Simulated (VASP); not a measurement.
# SbP (F-43m) in VASP: single point with PBE

Aim: the single point of SbP with PBE.

Program: VASP 6.6.1. These are calculated values, not measurements. Logs are shortened: lines on timing, memory, paths and dates and some standing lists are left out, and cuts for length are marked.

### Step 1. The cell of the first run

It takes space group F-43m (No. 216, cubic). Conventional cell: a = 5.900 Å, b = 5.900 Å, c = 5.900 Å, α = 90.00°, β = 90.00°, γ = 90.00°. Sb (site symmetry -43m) has 4 P at 2.55 Å within 3.4 Å. Within 3.4 Å of P (site symmetry -43m) lie 4 Sb at 2.55 Å.

### Step 2. Single point, PBE

Input file INCAR:

```
SYSTEM = SbP
PREC = Accurate ; ENCUT = 500
EDIFF = 1E-6 ; ISMEAR = -1
SIGMA = 0.1 ; LREAL = .FALSE.
LASPH = .TRUE. ; NELM = 120
ALGO = Normal ; ISIF = 2
LWAVE = .FALSE. ; LCHARG = .TRUE.
GGA = PE ; LELF = .TRUE.
LVHAR = .TRUE. ; NBANDS = 12
GGA_COMPAT = .FALSE.
```

Input file KPOINTS:

```
regular mesh
0
G
  10 10 10
  0 0 0
```

Input file POSCAR:

```
SbP
1.0
    0.0000000000      2.9502170000      2.9502170000
    2.9502170000      0.0000000000      2.9502170000
    2.9502170000      2.9502170000      0.0000000000
Sb P
1 1
Direct
    0.0000000000      0.0000000000      0.0000000000
    0.2500000000      0.2500000000      0.2500000000
```

Potentials or basis: VASP PAW PBE potentials, release 64 (Sb, P).

On the command line:

```bash
> cat potpaw_PBE.64/Sb/POTCAR potpaw_PBE.64/P/POTCAR > POTCAR
> mpirun -np 1 vasp_std > vasp.out
```

OUTCAR:

```text
SYSTEM = SbP
   PREC = Accurate
   ENCUT = 500
   EDIFF = 1E-6
   ISMEAR = -1
   LREAL = .FALSE.
   LASPH = .TRUE.
   NELM = 120
   ISIF = 2
   GGA = PE

 ion  position               nearest neighbor table
   1  0.000  0.000  0.000-   2 2.55   2 2.55   2 2.55   2 2.55
   2  0.250  0.250  0.250-   1 2.55   1 2.55   1 2.55   1 2.55

  LATTYP: Found a face centered cubic cell.
 ALAT       =     5.9004340000

  Lattice vectors:

 A1 = (   0.0000000000,   2.9502170000,   2.9502170000)
 A2 = (   2.9502170000,   0.0000000000,   2.9502170000)
 A3 = (   2.9502170000,   2.9502170000,   0.0000000000)

Analysis of symmetry for initial positions (statically):
=====================================================================
 Subroutine PRICEL returns:
 Original cell was already a primitive cell.

 Routine SETGRP: Setting up the symmetry group for a
 face centered cubic supercell.

 Subroutine GETGRP returns: Found 24 space group operations
 (whereof 24 operations were pure point group operations)
 out of a pool of 48 trial point group operations.

The static configuration has the point symmetry T_d .

Analysis of symmetry for dynamics (positions and initial velocities):
=====================================================================
 Subroutine PRICEL returns:
 Original cell was already a primitive cell.

 Routine SETGRP: Setting up the symmetry group for a
 face centered cubic supercell.

 Subroutine GETGRP returns: Found 24 space group operations
 (whereof 24 operations were pure point group operations)
 out of a pool of 48 trial point group operations.

The dynamic configuration has the point symmetry T_d .

 Subroutine INISYM returns: Found 24 space group operations
 (whereof 24 operations are pure point group operations),
 and found     1 'primitive' translations

----------------------------------------------------------------------------------------

                                     Primitive cell

  volume of cell :      51.3561

  direct lattice vectors                    reciprocal lattice vectors
     0.000000000  2.950217000  2.950217000    -0.169479059  0.169479059  0.169479059
     2.950217000  0.000000000  2.950217000     0.169479059 -0.169479059  0.169479059
     2.950217000  2.950217000  0.000000000     0.169479059  0.169479059 -0.169479059

  length of vectors
     4.172236893  4.172236893  4.172236893     0.293546340  0.293546340  0.293546340

  position of ions in fractional coordinates (direct lattice)
     0.000000000  0.000000000  0.000000000
[... 86 lines left out ...]
   POTIM  = 0.5000    time-step for ionic-motion
   TEBEG  =    0.0;   TEEND  =   0.0 temperature during run
   PSTRESS=    0.0 pullay stress
   NELECT =      10.0000    total number of electrons
   NUPDOWN=      -1.0000    fix difference up-down
   EMIN   =  10.00;   EMAX   =-10.00  energy-range for DOS
   EFERMI =   0.00;   METHOD = LEGACY
   ISMEAR =    -1;   SIGMA  =   0.10  broadening in eV -4-tet -1-fermi 0-gaus
   EFERMI_NEDOS =   21; number of points for ismear=-14 and -15
   IALGO  =     38    algorithm
   IMIX   =      4    mixing-type and parameters
     AMIX     =   0.40;   BMIX     =  1.00
     AMIX_MAG =   1.60;   BMIX_MAG =  1.00
  volume/ion in A,a.u.               =      25.68       173.28
  Fermi-wavevector in a.u.,A,eV,Ry     =   0.948879  1.793121 12.250298  0.900372
  Thomas-Fermi vector in A             =   2.077109
   LORBIT       =      0    0 simple, 1 ext, 2 COOP (PROOUT), +10 PAW based schemes
   GGA     = PE    functional components
   LHFCALC =     F    Hartree Fock is set to
   AEXX    =    0.0000 exact exchange contribution
   IVDW    =     0    specifies the selected vdW correction
   LEPSILON=     F    determine dielectric tensor
   LRPA    =     F    only Hartree local field effects (RPA)
 non-spin polarized calculation
  energy-cutoff  :      500.00
  volume of cell :       51.36
 maximum number of plane-waves:      1326
   NGX = 15   NGY = 15   NGZ = 15

 number of electron      10.0000002 magnetization

 Free energy of the ion-electron system (eV)
  ---------------------------------------------------
  ext. energy  EPLUGINS =         0.00000000
  ---------------------------------------------------
  free energy    TOTEN  =        -8.27897906 eV

  energy without entropy =       -8.23423421  energy(sigma->0) =       -8.25660663

 E-fermi :   6.6840     XC(G=0):  -9.3636

 val. band max:        6.6665584287   @ k =   0.4000   0.3000   0.0000
 cond. band min:       6.6916214457   @ k =   0.3000   0.2000   0.0000
 fundamental gap:      0.0250630170
 Fermi energy:         6.6840268555

 k-point     1 :       0.0000    0.0000    0.0000
  band No.  band energies     occupation
      1      -7.4814      2.00000
      2       2.9733      2.00000
      3       4.0685      2.00000
      4       4.0685      2.00000
      5       4.0685      2.00000
      6       7.1117      0.02739
      7       7.1117      0.02739
      8       7.1117      0.02739
      9      11.7051      0.00000
     10      13.4639      0.00000
     11      13.4639      0.00000
     12      15.4838      0.00000
[... 331 lines left out ...]
 k-point    24 :       0.4000    0.3000    0.0000
  band No.  band energies     occupation
      1      -5.7887      2.00000
      2      -2.1288      2.00000
      3       1.8777      2.00000
      4       2.1367      2.00000
      5       5.8676      1.99943
      6       6.6666      1.08712
      7      10.4040      0.00000
      8      10.7790      0.00000
      9      12.5921      0.00000
     10      15.0520      0.00000
     11      15.6730      0.00000
     12      17.1169      0.00000

 [... further k-points ...]

------------------------ aborting loop because EDIFF is reached ----------------------------------------

  FORCE on cell =-STRESS in cart. coord.  units (eV):
  Direction    XX          YY          ZZ          XY          YZ          ZX
  --------------------------------------------------------------------------------------
  -------------------------------------------------------------------------------------
  Total        3.8809937      3.8809937      3.8809937      0.0000000      0.0000000     -0.0000000
  in kB      121.0769982    121.0769982    121.0769982      0.0000000      0.0000000     -0.0000000
  external PRESSURE =     121.0769982 kB  Pullay stress =       0.0000000 kB

 VOLUME and BASIS-vectors are now :
 -----------------------------------------------------------------------------
  energy-cutoff  :      500.00
  volume of cell :       51.36
      direct lattice vectors                 reciprocal lattice vectors
     0.000000000  2.950217000  2.950217000    -0.169479059  0.169479059  0.169479059
     2.950217000  0.000000000  2.950217000     0.169479059 -0.169479059  0.169479059
     2.950217000  2.950217000  0.000000000     0.169479059  0.169479059 -0.169479059

 POSITION                                       TOTAL-FORCE (eV/Angst)
 -----------------------------------------------------------------------------------
      0.00000      0.00000      0.00000         0.000000      0.000000      0.000000
      1.47511      1.47511      1.47511        -0.000000     -0.000000     -0.000000
 -----------------------------------------------------------------------------------
    total drift:                                0.000000      0.000000      0.000000

  FREE ENERGIE OF THE ION-ELECTRON SYSTEM (eV)
  ---------------------------------------------------
  free  energy   TOTEN  =        -8.2789790577 eV

  energy  without entropy=       -8.2342342087  energy(sigma->0) =       -8.25660663
```

OSZICAR:

```text
N       E                     dE             d eps       ncg     rms          rms(c)
DAV:   1     0.285856633742E+02    0.28586E+02   -0.36270E+03  1128   0.625E+02
DAV:   2    -0.669303179261E+01   -0.35279E+02   -0.34149E+02  1500   0.110E+02
DAV:   3    -0.848307238493E+01   -0.17900E+01   -0.17780E+01  1424   0.252E+01
DAV:   4    -0.849979004719E+01   -0.16718E-01   -0.16714E-01  1300   0.302E+00
DAV:   5    -0.850000753351E+01   -0.21749E-03   -0.21748E-03  1472   0.351E-01    0.577E+00
DAV:   6    -0.829384643710E+01    0.20616E+00   -0.68237E-01  1272   0.292E+00    0.361E+00
DAV:   7    -0.828200452886E+01    0.11842E-01   -0.85008E-02  1416   0.133E+00    0.148E+00
DAV:   8    -0.827903316272E+01    0.29714E-02   -0.81719E-03  1188   0.448E-01    0.223E-01
DAV:   9    -0.827897410665E+01    0.59056E-04   -0.98461E-04  1384   0.173E-01    0.488E-02
DAV:  10    -0.827897786608E+01   -0.37594E-05   -0.66688E-05  1228   0.461E-02    0.236E-02
DAV:  11    -0.827897890840E+01   -0.10423E-05   -0.14046E-05  1344   0.180E-02    0.526E-03
DAV:  12    -0.827897905770E+01   -0.14930E-06   -0.12364E-06   704   0.578E-03
   1 F= -.82789791E+01 E0= -.82566066E+01  d E =-.447448E-01
```

Wall time 63 s (1 thread of Intel Xeon 8259CL, shared host); peak memory 0.18 GiB.

What came out:

| Property | Result |
| --- | --- |
| Free energy | -8.2790 eV |
| Pressure | 12.1 GPa |
| Band gap on the k mesh | zero (band 5 reaches 7.52 eV, above the bottom of band 6 at 5.86 eV) |

Levels at points of the mesh, in eV from the Fermi level:
| k point | band 2 | band 3 | band 4 | band 5 | band 6 | band 7 | band 8 | band 9 |
| --- | --- | --- | --- | --- | --- | --- | --- | --- |
| (0.00, 0.00, 0.00) | -3.71 | -2.62 | -2.62 | -2.62 | 0.43 | 0.43 | 0.43 | 5.02 |
| (0.50, 0.00, 0.00) | -9.30 | -3.66 | -3.66 | -2.29 | 1.60 | 1.60 | 4.82 | 6.92 |
| (0.50, 0.50, 0.00) | -10.40 | -4.91 | -4.91 | -1.09 | -0.83 | 5.80 | 5.80 | 6.81 |

Caveat: spin-orbit coupling is left out, which moves the levels of the heavy elements.
